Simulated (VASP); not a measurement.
# Ca4Au (Pm-3m) in VASP: a series of runs

Ca4Au is run at these levels: PBE; tasks: relaxation of cell and atoms, single point.

Everything below comes from runs of VASP 6.6.1. Logs are shortened: lines on timing, memory, paths and dates and some standing lists are left out, and cuts for length are marked.

## Step 1: The cell of the first run

It takes space group Pm-3m (No. 221, cubic). Conventional cell: a = 4.849 Å, b = 4.849 Å, c = 4.849 Å, α = 90.00°, β = 90.00°, γ = 90.00°. Ca (site symmetry 4/mmm) has 2 Au at 2.42 Å within 3.2 Å. Within 4.5 Å of Ca (site symmetry m-3m) lie 12 Ca at 3.43 Å and 8 Au at 4.20 Å. Within 3.2 Å of Au (site symmetry m-3m) lie 6 Ca at 2.42 Å.

The cell was built from a structure type or drawn by symmetry, and may not be a known phase.

## Step 2: Relaxation of cell and atoms, PBE

The input, INCAR:

```
SYSTEM = Ca4Au
  PREC = Accurate
  ENCUT = 600
  EDIFF = 1E-7
  ISMEAR = 0
  SIGMA = 0.1
  LREAL = .False.
  LASPH = .True.
  NELM = 100
  ALGO = Fast
  ISIF = 3
  LWAVE = .False.
  LCHARG = .False.
  GGA = PE
  IBRION = 2
  NSW = 90
  EDIFFG = -0.04
```

The input, KPOINTS:

```
regular mesh
0
Gamma
  4 4 4
  0 0 0
```

The input, POSCAR:

```
Ca4Au
1.0
    4.8493810800      0.0000000000      0.0000000000
    0.0000000000      4.8493810800      0.0000000000
    0.0000000000      0.0000000000      4.8493810800
Ca Au
4 1
Direct
    0.5000000000      0.0000000000      0.0000000000
    0.0000000000      0.5000000000      0.0000000000
    0.0000000000      0.0000000000      0.5000000000
    0.5000000000      0.5000000000      0.5000000000
    0.0000000000      0.0000000000      0.0000000000
```

Potentials or basis: VASP PAW PBE potentials, release 64 (Ca_sv, Au).

Run with:

```console
cat potpaw_PBE.64/Ca_sv/POTCAR potpaw_PBE.64/Au/POTCAR > POTCAR
mpirun -np 1 vasp_std > vasp.out
```

OUTCAR:

```text
SYSTEM = Ca4Au
   PREC = Accurate
   ENCUT = 600
   EDIFF = 1E-7
   ISMEAR = 0
   LREAL = .False.
   LASPH = .True.
   NELM = 100
   ISIF = 3
   GGA = PE
   IBRION = 2
   NSW = 90
   EDIFFG = -0.04

 ion  position               nearest neighbor table
   1  0.500  0.000  0.000-   5 2.42   5 2.42
   2  0.000  0.500  0.000-   5 2.42   5 2.42
   3  0.000  0.000  0.500-   5 2.42   5 2.42
   4  0.500  0.500  0.500-
   5  0.000  0.000  0.000-   1 2.42   2 2.42   3 2.42   3 2.42   2 2.42   1 2.42

  LATTYP: Found a simple cubic cell.
 ALAT       =     4.8493810800

  Lattice vectors:

 A1 = (   4.8493810800,   0.0000000000,   0.0000000000)
 A2 = (   0.0000000000,   4.8493810800,   0.0000000000)
 A3 = (   0.0000000000,   0.0000000000,   4.8493810800)

Analysis of symmetry for initial positions (statically):
=====================================================================
 Subroutine PRICEL returns:
 Original cell was already a primitive cell.

 Routine SETGRP: Setting up the symmetry group for a
 simple cubic supercell.

 Subroutine GETGRP returns: Found 48 space group operations
 (whereof 48 operations were pure point group operations)
 out of a pool of 48 trial point group operations.

The static configuration has the point symmetry O_h .

Analysis of symmetry for dynamics (positions and initial velocities):
=====================================================================
 Subroutine PRICEL returns:
 Original cell was already a primitive cell.

 Routine SETGRP: Setting up the symmetry group for a
 simple cubic supercell.

 Subroutine GETGRP returns: Found 48 space group operations
 (whereof 48 operations were pure point group operations)
 out of a pool of 48 trial point group operations.

The dynamic configuration has the point symmetry O_h .

 Subroutine INISYM returns: Found 48 space group operations
 (whereof 48 operations are pure point group operations),
 and found     1 'primitive' translations

----------------------------------------------------------------------------------------

                                     Primitive cell

  volume of cell :     114.0405

  direct lattice vectors                    reciprocal lattice vectors
     4.849381080  0.000000000  0.000000000     0.206211882  0.000000000  0.000000000
     0.000000000  4.849381080  0.000000000     0.000000000  0.206211882  0.000000000
     0.000000000  0.000000000  4.849381080     0.000000000  0.000000000  0.206211882

  length of vectors
     4.849381080  4.849381080  4.849381080     0.206211882  0.206211882  0.206211882

  position of ions in fractional coordinates (direct lattice)
     0.500000000  0.000000000  0.000000000
     0.000000000  0.500000000  0.000000000
     0.000000000  0.000000000  0.500000000
     0.500000000  0.500000000  0.500000000
     0.000000000  0.000000000  0.000000000

  ion indices of the primitive-cell ions
   primitive index   ion index
                 1           1
                 2           2
                 3           3
                 4           4
                 5           5

----------------------------------------------------------------------------------------

 KPOINTS: regular mesh

Automatic generation of k-mesh.
 Grid dimensions read from file:
 generate k-points for:    4    4    4

 Generating k-lattice:

  Cartesian coordinates                     Fractional coordinates (reciprocal lattice)
     0.051552971  0.000000000  0.000000000     0.250000000  0.000000000  0.000000000
     0.000000000  0.051552971  0.000000000     0.000000000  0.250000000  0.000000000
     0.000000000  0.000000000  0.051552971     0.000000000  0.000000000  0.250000000

  Length of vectors
     0.051552971  0.051552971  0.051552971

  Shift w.r.t. Gamma in fractional coordinates (k-lattice)
     0.000000000  0.000000000  0.000000000

 Subroutine IBZKPT returns following result:
 ===========================================

 Found     10 irreducible k-points:

 Following reciprocal coordinates:
            Coordinates               Weight
  0.000000  0.000000  0.000000      1.000000
  0.250000  0.000000  0.000000      6.000000
  0.500000  0.000000  0.000000      3.000000
  0.250000  0.250000  0.000000     12.000000
  0.500000  0.250000  0.000000     12.000000
  0.500000  0.500000  0.000000      3.000000
  0.250000  0.250000  0.250000      8.000000
  0.500000  0.250000  0.250000     12.000000
  0.500000  0.500000  0.250000      6.000000
  0.500000  0.500000  0.500000      1.000000
   k-points           NKPTS =     10   k-points in BZ     NKDIM =     10   number of bands    NBANDS=     30
   number of dos      NEDOS =    301   number of ions     NIONS =      5
   total plane-waves  NPLWV =  64000
   dimension x,y,z NGX =    40 NGY =   40 NGZ =   40
   dimension x,y,z NGXF=    80 NGYF=   80 NGZF=   80
   ions per type =               4   1
   NGX,Y,Z   is equivalent  to a cutoff of  13.71, 13.71, 13.71 a.u.
   NGXF,Y,Z  is equivalent  to a cutoff of  27.43, 27.43, 27.43 a.u.
 SYSTEM =  Ca4Au
   PREC   = accura    normal or accurate (medium, high low for compatibility)
   ISTART =      0    job   : 0-new  1-cont  2-samecut
   ICHARG =      2    charge: 1-file 2-atom 10-const
   ISPIN  =      1    spin polarized calculation?
   LNONCOLLINEAR =      F non collinear calculations
   LSORBIT =      F    spin-orbit coupling
   LASPH  =      T    aspherical Exc in radial PAW
   ENCUT  =  600.0 eV  44.10 Ry    6.64 a.u.   9.69  9.69  9.69*2*pi/ulx,y,z
   NELM   =    100;   NELMIN=  2; NELMDL= -5     # of ELM steps
   EDIFF  = 0.1E-06   stopping-criterion for ELM
   LREAL  =      F    real-space projection
   EDIFFG = -.4E-01   stopping-criterion for IOM
   NSW    =     90    number of steps for IOM
   IBRION =      2    ionic relax: 0-MD 1-quasi-New 2-CG
   NFREE  =      1    steps in history (QN), initial steepest desc. (CG)
   ISIF   =      3    stress and relaxation
   ISYM   =      2    0-nonsym 1-usesym 2-fastsym
   POTIM  = 0.5000    time-step for ionic-motion
   TEBEG  =    0.0;   TEEND  =   0.0 temperature during run
   PSTRESS=    0.0 pullay stress
   NELECT =      51.0000    total number of electrons
   NUPDOWN=      -1.0000    fix difference up-down
   EMIN   =  10.00;   EMAX   =-10.00  energy-range for DOS
   EFERMI =   0.00;   METHOD = LEGACY
   ISMEAR =     0;   SIGMA  =   0.10  broadening in eV -4-tet -1-fermi 0-gaus
   EFERMI_NEDOS =   21; number of points for ismear=-14 and -15
   IALGO  =     68    algorithm
   IMIX   =      4    mixing-type and parameters
     AMIX     =   0.40;   BMIX     =  1.00
     AMIX_MAG =   1.60;   BMIX_MAG =  1.00
  volume/ion in A,a.u.               =      22.81       153.92
  Fermi-wavevector in a.u.,A,eV,Ry     =   1.251926  2.365797 21.324657  1.567318
  Thomas-Fermi vector in A             =   2.385850
   LORBIT       =      0    0 simple, 1 ext, 2 COOP (PROOUT), +10 PAW based schemes
   GGA     = PE    functional components
   LHFCALC =     F    Hartree Fock is set to
   AEXX    =    0.0000 exact exchange contribution
   IVDW    =     0    specifies the selected vdW correction
   LEPSILON=     F    determine dielectric tensor
   LRPA    =     F    only Hartree local field effects (RPA)
 conjugate gradient relaxation of ions
 non-spin polarized calculation
 RMM-DIIS sequential band-by-band and
 Gauss-broadening in eV      SIGMA  =   0.10
  energy-cutoff  :      600.00
  volume of cell :      114.04
 maximum number of plane-waves:      3840
 NGX is ok and might be reduce to    40
   NGX = 19   NGY = 19   NGZ = 19

--------------------------------------- Ionic step        1  -------------------------------------------

 number of electron      51.0000007 magnetization

 Free energy of the ion-electron system (eV)
  ---------------------------------------------------
  ext. energy  EPLUGINS =         0.00000000
  ---------------------------------------------------
  free energy    TOTEN  =        -6.29031104 eV

  energy without entropy =       -6.26515034  energy(sigma->0) =       -6.27773069

 E-fermi :   5.7594     XC(G=0):  -9.9998

 val. band max:        5.7495831554   @ k =   0.5000   0.2500   0.0000
 cond. band min:       5.8019126049   @ k =   0.5000   0.2500   0.0000
 fundamental gap:      0.0523294495
 Fermi energy:         5.7593833664

 k-point     1 :       0.0000    0.0000    0.0000
  band No.  band energies     occupation
      1     -35.7642      2.00000
      2     -35.0727      2.00000
      3     -34.9900      2.00000
      4     -34.9900      2.00000
      5     -16.8776      2.00000
      6     -16.8776      2.00000
[... 355 lines left out ...]
  energy  without entropy=       -6.2651503449  energy(sigma->0) =       -6.27773069

--------------------------------------- Ionic step        2  -------------------------------------------

 number of electron      50.9999971 magnetization

------------------------ aborting loop EDIFF was not reached (unconverged)  ----------------------------

  FORCE on cell =-STRESS in cart. coord.  units (eV):
  Direction    XX          YY          ZZ          XY          YZ          ZX
  --------------------------------------------------------------------------------------
  -------------------------------------------------------------------------------------
  Total       -3.8395404     -3.8395404     -3.8395404      0.0000000      0.0000000      0.0000000
  in kB      -26.9222586    -26.9222586    -26.9222586      0.0000000      0.0000000      0.0000000
  external PRESSURE =     -26.9222586 kB  Pullay stress =       0.0000000 kB

 VOLUME and BASIS-vectors are now :
 -----------------------------------------------------------------------------
  energy-cutoff  :      600.00
  volume of cell :      228.50
      direct lattice vectors                 reciprocal lattice vectors
     6.113540270  0.000000000  0.000000000     0.163571344 -0.000000000 -0.000000000
     0.000000000  6.113540270  0.000000000    -0.000000000  0.163571344 -0.000000000
     0.000000000  0.000000000  6.113540270    -0.000000000 -0.000000000  0.163571344
[... 93 lines left out ...]
  energy  without entropy=      -12.4226740025  energy(sigma->0) =      -12.44223663

--------------------------------------- Ionic step        5  -------------------------------------------

 number of electron      51.0000007 magnetization

 Free energy of the ion-electron system (eV)
  ---------------------------------------------------
  ext. energy  EPLUGINS =         0.00000000
  ---------------------------------------------------
  free energy    TOTEN  =       -12.46479248 eV

  energy without entropy =      -12.42527358  energy(sigma->0) =      -12.44503303

 E-fermi :   2.5193     XC(G=0):  -7.9504

 val. band max:        2.5181804614   @ k =   0.5000   0.2500   0.2500
 cond. band min:       2.5446505053   @ k =   0.5000   0.0000   0.0000
 fundamental gap:      0.0264700439
 Fermi energy:         2.5192562154

 k-point     1 :       0.0000    0.0000    0.0000
  band No.  band energies     occupation
      1     -40.1190      2.00000
      2     -39.4130      2.00000
      3     -39.4057      2.00000
      4     -39.4057      2.00000
      5     -21.0882      2.00000
      6     -21.0882      2.00000
[... 351 lines left out ...]
  FREE ENERGIE OF THE ION-ELECTRON SYSTEM (eV)
  ---------------------------------------------------
  free  energy   TOTEN  =       -12.4647924767 eV

  energy  without entropy=      -12.4252735836  energy(sigma->0) =      -12.44503303

 reached required accuracy - stopping structural energy minimisation
```

Wall time 5.7 min (1 thread of Intel Xeon 6975P-C (Granite Rapids), shared host); peak memory 0.26 GiB.

What came out:

```
Free energy                           : -12.4648 eV
Relaxed volume                        : 39.13 Å³/atom
Relaxed cell                          : a = 5.805 Å, b = 5.805 Å, c = 5.805 Å, α = 90.00°, β = 90.00°, γ = 90.00°
Space group after relaxing (to 0.1 Å) : Pm-3m (No. 221)
Energy gained by relaxing             : 1234.9 meV/atom
Ionic steps                           : 5
Pressure after relaxing               : 0.0 GPa
Band gap on the k mesh                : zero (an odd number of electrons rules out a gap without spin polarisation)
```

The path:
| step | energy change (eV) | largest force (eV/Å) | pressure (GPa) | volume (Å³) |
| --- | --- | --- | --- | --- |
| 1 | 0.0000 | 0.0000 | 37.96 | 114.04 |
| 2 | -5.2410 | 0.0000 | -2.69 | 228.50 |
| 3 | -6.1160 | 0.0000 | 1.69 | 184.02 |
| 4 | -6.1715 | 0.0000 | -0.34 | 198.24 |
| 5 | -6.1745 | 0.0000 | -0.01 | 195.64 |

Final structure:
```
CELL_PARAMETERS angstrom
5.80526 0.00000 0.00000
0.00000 5.80526 0.00000
0.00000 0.00000 5.80526
ATOMIC_POSITIONS crystal
Ca 0.50000 0.00000 0.00000
Ca 0.00000 0.50000 0.00000
Ca 0.00000 0.00000 0.50000
Ca 0.50000 0.50000 0.50000
Au 0.00000 0.00000 0.00000
```

Caveat: the volume moved by over 15 % at a fixed basis, so the end points are rough; spin-orbit coupling is left out, which moves the levels of the heavy elements.

## Step 3: Single point, PBE

This run uses another cell than the first one, of 39.07 Å³/atom.

The input, INCAR:

```
ALGO = Fast
EDIFF = 1E-7
ENCUT = 520
GGA = PE
ISIF = 2
ISMEAR = 0
LASPH = True
LCHARG = True
LELF = True
LREAL = False
LVHAR = True
LWAVE = False
NBANDS = 34
NELM = 100
PREC = Accurate
SIGMA = 0.1
```

The input, KPOINTS:

```
k-points
0
Gamma
  8 8 8
```

Edit POSCAR of step 2 so:

```diff
@@ -2,5 +2,5 @@
 1.0
-    4.8493810800      0.0000000000      0.0000000000
-    0.0000000000      4.8493810800      0.0000000000
-    0.0000000000      0.0000000000      4.8493810800
+    5.8022476415      0.0000000000      0.0000000000
+    0.0000000000      5.8022476415      0.0000000000
+    0.0000000000      0.0000000000      5.8022476415
 Ca Au
```

Potentials or basis: VASP PAW PBE potentials, release 64 (Ca_sv, Au).

Run with:

```console
cat potpaw_PBE.64/Ca_sv/POTCAR potpaw_PBE.64/Au/POTCAR > POTCAR
mpirun -np 1 vasp_std > vasp.out
```

Run time: 4.3 min. Hardware: 1 thread of Intel Xeon 6975P-C (Granite Rapids), shared host; peak memory 0.44 GiB.

It converged, with:

```
Free energy            : -12.5391 eV
Pressure               : 0.0 GPa
Band gap on the k mesh : zero (an odd number of electrons rules out a gap without spin polarisation)
```

Levels at points of the mesh, in eV from the Fermi level:
| k point | band 23 | band 24 | band 25 | band 26 | band 27 | band 28 |
| --- | --- | --- | --- | --- | --- | --- |
| (0.00, 0.00, 0.00) | -2.20 | -0.29 | -0.29 | 0.19 | 0.19 | 0.19 |
| (0.50, 0.00, 0.00) | -2.78 | -0.81 | 0.08 | 0.08 | 0.22 | 1.00 |
| (0.50, 0.50, 0.00) | -1.85 | -1.85 | -1.40 | 0.22 | 0.67 | 0.97 |
| (0.50, 0.50, 0.50) | -1.49 | -1.49 | -1.49 | -1.00 | -0.08 | -0.08 |

Caveat: spin-orbit coupling is left out, which moves the levels of the heavy elements.

## Step 4: Relaxation of cell and atoms, PBE

This run uses another cell than the first one, of 39.00 Å³/atom.

The input, INCAR:

```
PREC     = Accurate       # precision mode
ENCUT    = 600            # plane-wave cutoff, eV
EDIFF    = 1E-6           # SCF threshold, eV
ISMEAR   = 0              # smearing method
SIGMA    = 0.1            # smearing width, eV
LREAL    = F              # projectors in reciprocal space
LASPH    = T              # aspherical terms in the spheres
NELM     = 60             # most SCF steps
ALGO     = Fast           # electronic algorithm
ISIF     = 3              # what is computed and relaxed
LWAVE    = F              # write WAVECAR
LCHARG   = F              # write CHGCAR
GGA      = PE             # functional
IBRION   = 2              # ionic algorithm
NSW      = 100            # ionic steps
EDIFFG   = -0.01          # ionic threshold
```

The input, KPOINTS:

```
Automatic mesh
0
Gamma
  8 8 8
```

Edit POSCAR of step 3 so:

```diff
@@ -2,5 +2,5 @@
 1.0
-    5.8022476415      0.0000000000      0.0000000000
-    0.0000000000      5.8022476415      0.0000000000
-    0.0000000000      0.0000000000      5.8022476415
+    5.7991352177      0.0000000000      0.0000000000
+    0.0000000000      5.7991352177      0.0000000000
+    0.0000000000      0.0000000000      5.7991352177
 Ca Au
```

Run with:

```console
cat potpaw_PBE.64/Ca_sv/POTCAR potpaw_PBE.64/Au/POTCAR > POTCAR
mpirun -np 1 vasp_std > vasp.out
```

Wall time 5.5 min (1 thread of Intel Xeon 6975P-C (Granite Rapids), shared host); peak memory 0.49 GiB.

It converged, with:

```yaml
Free_energy: -12.5393 eV
Relaxed_volume: 39.15 Å³/atom
Relaxed_cell: a = 5.806 Å, b = 5.806 Å, c = 5.806 Å, α = 90.00°, β = 90.00°, γ = 90.00°
Space_group_after_relaxing_to_0.1_Å: Pm-3m (No. 221)
Energy_gained_by_relaxing: 0.0 meV/atom
Ionic_steps: 2
Pressure_after_relaxing: 0.0 GPa
Band_gap_on_the_k_mesh: zero (an odd number of electrons rules out a gap without spin polarisation)
```

The path:
| step | energy change (eV) | largest force (eV/Å) | pressure (GPa) | volume (Å³) |
| --- | --- | --- | --- | --- |
| 1 | 0.0000 | 0.0000 | 0.10 | 195.02 |
| 2 | -0.0002 | 0.0000 | 0.01 | 195.73 |

Final structure:
```
Ca Au
1.0
     5.80615    0.00000    0.00000
     0.00000    5.80615    0.00000
     0.00000    0.00000    5.80615
Ca Au
4 1
Direct
  0.50000 0.00000 0.00000
  0.00000 0.50000 0.00000
  0.00000 0.00000 0.50000
  0.50000 0.50000 0.50000
  0.00000 0.00000 0.00000
```

Levels at points of the mesh, in eV from the Fermi level:
| k point | band 21 | band 22 | band 23 | band 24 | band 25 | band 26 | band 27 | band 28 | band 29 | band 30 |
| --- | --- | --- | --- | --- | --- | --- | --- | --- | --- | --- |
| (0.00, 0.00, 0.00) | -4.97 | -4.97 | -2.19 | -0.29 | -0.29 | 0.19 | 0.19 | 0.19 | 1.00 | 1.00 |
| (0.50, 0.00, 0.00) | -4.91 | -4.61 | -2.77 | -0.81 | 0.08 | 0.08 | 0.22 | 1.00 | 1.02 | 1.04 |
| (0.50, 0.50, 0.00) | -4.82 | -4.26 | -1.85 | -1.85 | -1.40 | 0.22 | 0.66 | 0.97 | 0.98 | 0.98 |
| (0.50, 0.50, 0.50) | -4.82 | -3.85 | -1.49 | -1.49 | -1.49 | -1.00 | -0.08 | -0.08 | -0.08 | 1.56 |

Caveat: spin-orbit coupling is left out, which moves the levels of the heavy elements.

## Step 5: The runs side by side

| task | cell | k mesh | cutoff (eV) | gap on the mesh (eV) | pressure (GPa) | relaxed volume (Å³/atom) |
| --- | --- | --- | --- | --- | --- | --- |
| relaxation of cell and atoms | relaxed from a = 4.849 Å, 5 atoms | 4 × 4 × 4 | 600 | none | 0.0 | 39.13 |
| single point | a = 5.802 Å, 5 atoms | 8 × 8 × 8 | 520 | none | 0.0 | - |
| relaxation of cell and atoms | relaxed from a = 5.799 Å, 5 atoms | 8 × 8 × 8 | 600 | none | 0.0 | 39.15 |

Alike in all rows: level PBE; potentials or basis VASP PAW PBE potentials, release 64 (Ca_sv, Au); no spin polarisation; smearing gaussian 0.1 eV.

Caveats: spin-orbit coupling is left out, which moves the levels of the heavy elements; the volume moved by over 15 % at a fixed basis, so the end points are rough (at least some runs).

Absolute energies hang on the potentials; compare differences alone.
